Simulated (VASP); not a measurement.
# Ti (P6/mmm) in VASP: a series of runs, part 2 of 2

VASP 6.6.1. Earlier steps stand in the parts before.

### 3 Single point, PBEsol (volume scaled by 1.04)

INCAR

```
SYSTEM = Ti
PREC = Accurate
ENCUT = 520
EDIFF = 1E-6
ISMEAR = -1
SIGMA = 0.05
LREAL = .False.
LASPH = .True.
NELM = 60
ALGO = Normal
ISIF = 2
LWAVE = .False.
LCHARG = .True.
GGA = PS
LELF = .True.
LVHAR = .True.
NBANDS = 25
```

KPOINTS

```
regular mesh
0
Gamma
  7 7 9
  0 0 0
```

POSCAR

```
Ti
1.0
    4.6274787604      0.0000000000      0.0000000000
   -2.3137393802      4.0075141620      0.0000000000
    0.0000000000      0.0000000000      2.8634359596
Ti
3
Direct
    0.6666666667      0.3333333333      0.5000000000
    0.3333333333      0.6666666667      0.5000000000
    0.0000000000      0.0000000000      0.0000000000
```

Potentials or basis: VASP PAW PBE potentials, release 64 (Ti_sv).

Started as:

```console
$ cat potpaw_PBE.64/Ti_sv/POTCAR > POTCAR
$ mpirun -np 1 vasp_std > vasp.out
```

OUTCAR:

```text
SYSTEM = Ti
   PREC = Accurate
   ENCUT = 520
   EDIFF = 1E-6
   ISMEAR = -1
   LREAL = .False.
   LASPH = .True.
   NELM = 60
   ISIF = 2
   GGA = PS

 ion  position               nearest neighbor table
   1  0.667  0.333  0.500-   2 2.67   2 2.67   2 2.67
   2  0.333  0.667  0.500-   1 2.67   1 2.67   1 2.67
   3  0.000  0.000  0.000-

  LATTYP: Found a hexagonal cell.
 ALAT       =     4.6274787604
 C/A-ratio  =     0.6187896494

  Lattice vectors:

 A1 = (   4.6274787604,   0.0000000000,   0.0000000000)
 A2 = (  -2.3137393802,   4.0075141620,   0.0000000000)
 A3 = (   0.0000000000,   0.0000000000,   2.8634359596)

Analysis of symmetry for initial positions (statically):
=====================================================================
 Subroutine PRICEL returns:
 Original cell was already a primitive cell.

 Routine SETGRP: Setting up the symmetry group for a
 hexagonal supercell.

 Subroutine GETGRP returns: Found 24 space group operations
 (whereof 24 operations were pure point group operations)
[... 156 lines left out ...]
 number of electron      35.9999992 magnetization

 Free energy of the ion-electron system (eV)
  ---------------------------------------------------
  ext. energy  EPLUGINS =         0.00000000
  ---------------------------------------------------
  free energy    TOTEN  =       -24.97537932 eV

  energy without entropy =      -24.95272110  energy(sigma->0) =      -24.96405021

 E-fermi :   7.8907     XC(G=0): -11.5441

 val. band max:        7.8835127428   @ k =   0.4286   0.0000   0.1111
 cond. band min:       7.9126542704   @ k =   0.2857   0.1429   0.0000
 fundamental gap:      0.0291415276
 Fermi energy:         7.8906707451

 k-point     1 :       0.0000    0.0000    0.0000
  band No.  band energies     occupation
      1     -48.8195      2.00000
      2     -48.5547      2.00000
      3     -48.4053      2.00000
      4     -25.2248      2.00000
      5     -25.2248      2.00000
      6     -25.0930      2.00000
[... 661 lines left out ...]
     24      10.3711      0.00000
     25      10.3752      0.00000

 [... further k-points ...]
[... 5 lines left out ...]
  --------------------------------------------------------------------------------------
  -------------------------------------------------------------------------------------
  Total       -2.5539729     -2.5539729     -2.5913566      0.0000000      0.0000000      0.0000000
  in kB      -77.0583833    -77.0583833    -78.1863233      0.0000000      0.0000000      0.0000000
  external PRESSURE =     -77.4343633 kB  Pullay stress =       0.0000000 kB

 VOLUME and BASIS-vectors are now :
 -----------------------------------------------------------------------------
  energy-cutoff  :      520.00
  volume of cell :       53.10
      direct lattice vectors                 reciprocal lattice vectors
     4.627478760  0.000000000  0.000000000     0.216100398  0.124765623  0.000000000
    -2.313739380  4.007514162  0.000000000     0.000000000  0.249531245  0.000000000
     0.000000000  0.000000000  2.863435960     0.000000000  0.000000000  0.349230789

 POSITION                                       TOTAL-FORCE (eV/Angst)
 -----------------------------------------------------------------------------------
      2.31374      1.33584      1.43172         0.000000      0.000000      0.000000
     -0.00000      2.67168      1.43172        -0.000000     -0.000000     -0.000000
      0.00000      0.00000      0.00000        -0.000000      0.000000      0.000000
 -----------------------------------------------------------------------------------
    total drift:                                0.000000      0.000000     -0.000000

  FREE ENERGIE OF THE ION-ELECTRON SYSTEM (eV)
  ---------------------------------------------------
  free  energy   TOTEN  =       -24.9753793199 eV

  energy  without entropy=      -24.9527211024  energy(sigma->0) =      -24.96405021
```

OSZICAR:

```text
N       E                     dE             d eps       ncg     rms          rms(c)
DAV:   1     0.429343581986E+03    0.42934E+03   -0.18549E+04  2000   0.177E+03
DAV:   2     0.203362912950E+02   -0.40901E+03   -0.40245E+03  2018   0.516E+02
DAV:   3    -0.249639555014E+02   -0.45300E+02   -0.44265E+02  3714   0.148E+02
DAV:   4    -0.285447142028E+02   -0.35808E+01   -0.35366E+01  2793   0.371E+01
DAV:   5    -0.287327837710E+02   -0.18807E+00   -0.18798E+00  3093   0.720E+00    0.151E+01
DAV:   6    -0.249828408801E+02    0.37499E+01   -0.13663E+01  2424   0.343E+01    0.349E+00
DAV:   7    -0.249737051290E+02    0.91358E-02   -0.15173E+00  3161   0.920E+00    0.275E+00
DAV:   8    -0.249780021698E+02   -0.42970E-02   -0.52755E-01  2936   0.548E+00    0.245E+00
DAV:   9    -0.249883879673E+02   -0.10386E-01   -0.24967E-01  2736   0.557E+00    0.918E-01
DAV:  10    -0.249745889748E+02    0.13799E-01   -0.86341E-02  2945   0.265E+00    0.114E-01
DAV:  11    -0.249753320910E+02   -0.74312E-03   -0.67604E-03  2932   0.617E-01    0.122E-01
DAV:  12    -0.249753947057E+02   -0.62615E-04   -0.35536E-04  2922   0.162E-01    0.594E-02
DAV:  13    -0.249753789906E+02    0.15715E-04   -0.20932E-04  2872   0.108E-01    0.130E-02
DAV:  14    -0.249753787986E+02    0.19202E-06   -0.12124E-05  2368   0.348E-02    0.314E-03
DAV:  15    -0.249753793199E+02   -0.52131E-06   -0.16417E-06  1758   0.115E-02
   1 F= -.24975379E+02 E0= -.24964050E+02  d E =-.226582E-01
```

stdout:

```text
POSCAR found type information on POSCAR Ti
 POSCAR found :  1 types and       3 ions
 scaLAPACK will be used
 -----------------------------------------------------------------------------
|                                                                             |
|                                                                             |
|     You enforced a specific xc type in the INCAR file but a different       |
|     I HOPE YOU KNOW WHAT YOU ARE DOING!                                     |
|                                                                             |
 -----------------------------------------------------------------------------

 LDA part: xc-table for (Slater+PW92), standard interpolation
 POSCAR, INCAR and KPOINTS ok, starting setup
 FFT: planning ... GRIDC
 FFT: planning ... GRID_SOFT
 FFT: planning ... GRID
 WAVECAR not read
 entering main loop
```

Wall time 64 s (1 thread of AMD EPYC 7R43 (Zen 3), shared host); peak memory 0.16 GiB.

Results:

| Quantity | Value |
| --- | --- |
| Free energy | -24.9754 eV |
| Pressure | -7.7 GPa |
| Band gap on the k mesh | zero (band 18 reaches 8.08 eV, above the bottom of band 19 at 7.84 eV) |

Caveat: the cell differs from its parent crystal (volume scaled by 1.04); the PAW data sets were made with another functional, which shifts forces and pressure a little.

### 4 Single point, LDA (volume scaled by 1.06)

INCAR

```
SYSTEM = Ti
PREC = Accurate ; ENCUT = 520
EDIFF = 1E-6 ; ISMEAR = -1
SIGMA = 0.05 ; LREAL = .FALSE.
LASPH = .TRUE. ; NELM = 100
ALGO = Normal ; ISIF = 2
LWAVE = .FALSE. ; LCHARG = .FALSE.
NBANDS = 25
```

KPOINTS

```
regular mesh
0
G
  7 7 9
  0 0 0
```

POSCAR

```
Ti
1.0
    4.6569539421      0.0000000000      0.0000000000
   -2.3284769710      4.0330404181      0.0000000000
    0.0000000000      0.0000000000      2.8816748970
Ti
3
Direct
    0.6666666667      0.3333333333      0.5000000000
    0.3333333333      0.6666666667      0.5000000000
    0.0000000000      0.0000000000      0.0000000000
```

Potentials or basis: VASP PAW LDA potentials, release 64 (Ti_sv).

Started as:

```console
$ cat potpaw_LDA.64/Ti_sv/POTCAR > POTCAR
$ mpirun -np 1 vasp_std > vasp.out
```

It took 65 s on 1 thread of AMD EPYC 7R43 (Zen 3), shared host; peak memory 0.14 GiB.

Results (log left out):

* Free energy: -25.4343 eV
* Pressure: -13.1 GPa
* Band gap on the k mesh: zero (band 18 reaches 7.74 eV, above the bottom of band 19 at 7.51 eV)

Stress tensor (GPa, compression positive):
```
-13.19   0.00   0.00
  0.00 -13.19   0.00
  0.00   0.00 -13.01
```

Levels at points of the mesh, in eV from the Fermi level:
| k point | band 16 | band 17 | band 18 | band 19 | band 20 | band 21 |
| --- | --- | --- | --- | --- | --- | --- |
| (0.00, 0.00, 0.00) | -0.67 | -0.55 | -0.55 | -0.05 | 0.62 | 1.20 |

Caveat: the cell differs from its parent crystal (volume scaled by 1.06).

### 5 Single point, PBEsol

This run uses another cell than the first one, of 17.02 Å³/atom, 0.962 times its volume.

INCAR

```
SYSTEM = Ti
ALGO = Fast
EDIFF = 1E-6
ENCUT = 520
GGA = PS
ISIF = 2
ISMEAR = 0
LASPH = .TRUE.
LCHARG = .FALSE.
LREAL = .FALSE.
LWAVE = .FALSE.
NBANDS = 25
NELM = 100
PREC = Accurate
SIGMA = 0.05
```

KPOINTS

```
k-points
0
G
  7 7 9
  0 0 0
```

POSCAR

```
Ti
1.0
    4.5673748306      0.0000000000      0.0000000000
   -2.2836874153      3.9554626319      0.0000000000
    0.0000000000      0.0000000000      2.8262442700
Ti
3
Direct
    0.6666666667      0.3333333333      0.5000000000
    0.3333333333      0.6666666667      0.5000000000
    0.0000000000      0.0000000000      0.0000000000
```

Potentials or basis: VASP PAW PBE potentials, release 64 (Ti_sv).

Started as:

```console
$ cat potpaw_PBE.64/Ti_sv/POTCAR > POTCAR
$ mpirun -np 1 vasp_std > vasp.out
```

It took 2.6 min on 1 thread of AMD EPYC 9R45 (Zen 5), shared host; peak memory 0.16 GiB.

The run converged. Its results:

| Item | Value |
| --- | --- |
| Free energy | -25.0409 eV |
| Pressure | -4.0 GPa |
| Band gap on the k mesh | zero (band 18 reaches 8.50 eV, above the bottom of band 19 at 8.23 eV) |

Levels at points of the mesh, in eV from the Fermi level:
| k point | band 16 | band 17 | band 18 | band 19 | band 20 | band 21 |
| --- | --- | --- | --- | --- | --- | --- |
| (0.00, 0.00, 0.00) | -0.70 | -0.60 | -0.60 | -0.03 | 0.68 | 1.30 |

Caveat: the PAW data sets were made with another functional, which shifts forces and pressure a little.

### 6 Summary

| level | potentials or basis | cell | smearing | gap on the mesh (eV) | pressure (GPa) |
| --- | --- | --- | --- | --- | --- |
| LDA | VASP PAW LDA potentials, release 64 (Ti_sv) | a = 4.627, b = 4.627, c = 2.863 Å, angles 90.0, 90.0, 120.0°, 3 atoms | fermi-dirac 0.05 eV | none | -11.6 |
| PBEsol | VASP PAW PBE potentials, release 64 (Ti_sv) | a = 4.627, b = 4.627, c = 2.863 Å, angles 90.0, 90.0, 120.0°, 3 atoms | fermi-dirac 0.05 eV | none | -7.7 |
| LDA | VASP PAW LDA potentials, release 64 (Ti_sv) | a = 4.657, b = 4.657, c = 2.882 Å, angles 90.0, 90.0, 120.0°, 3 atoms | fermi-dirac 0.05 eV | none | -13.1 |
| PBEsol | VASP PAW PBE potentials, release 64 (Ti_sv) | a = 4.567, b = 4.567, c = 2.826 Å, angles 90.0, 90.0, 120.0°, 3 atoms | gaussian 0.05 eV | none | -4.0 |

Alike in all rows: task single point; no spin polarisation; k mesh 7 × 7 × 9; cutoff (eV) 520.

Caveats: the PAW data sets were made with another functional, which shifts forces and pressure a little (some runs).

Absolute energies hang on the potentials; compare differences alone.
